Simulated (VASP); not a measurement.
In3Sb, 4 atoms in the cell. Symmetry: Fm-3m, No. 225, cubic system. Conventional cell: a = 7.680 Å, b = 7.680 Å, c = 7.680 Å, α = 90.00°, β = 90.00°, γ = 90.00°. Sb (site symmetry m-3m) has 14 In at 3.33 to 3.84 Å within 4.4 Å. In (site symmetry m-3m) has 8 In at 3.33 Å and 6 Sb at 3.84 Å within 4.4 Å. Within 4.4 Å of In (site symmetry -43m) lie 4 Sb at 3.33 Å and 10 In at 3.33 to 3.84 Å. 

```yaml
Program: VASP 6.6.1
Task: relaxation of cell and atoms
Functional: PBEsol
Potentials_or_basis: VASP PAW PBE potentials, release 64 (Sb, In_d)
Cutoff: 500 eV
k_mesh: 5 × 5 × 5
Occupations: fermi-dirac, width 0.01 eV
Spin: no spin polarisation
Target_pressure: 10 GPa
Dipole_correction: no
Further_INCAR_settings: ALGO = Normal; EDIFF = 1e-07; IBRION = 2; EDIFFG = -0.02; NSW = 80; ISIF = 3
```

Potentials or basis: VASP PAW PBE potentials, release 64 (Sb, In_d).

Command:

```console
$ cat potpaw_PBE.64/Sb/POTCAR potpaw_PBE.64/In_d/POTCAR > POTCAR
$ mpirun -np 1 vasp_std > vasp.out
```

Hardware: 1 thread of Intel(R) Xeon(R) Platinum 8375C CPU @ 2.90GHz (Ice Lake), with other jobs on the host.

Question: Estimate the wall time of this run.

Answer: It took 89 s on 1 thread of Intel(R) Xeon(R) Platinum 8375C CPU @ 2.90GHz (Ice Lake) (shared host), peak memory 0.25 GiB. Counts: scf iterations 48, k points 10, ion steps 4.
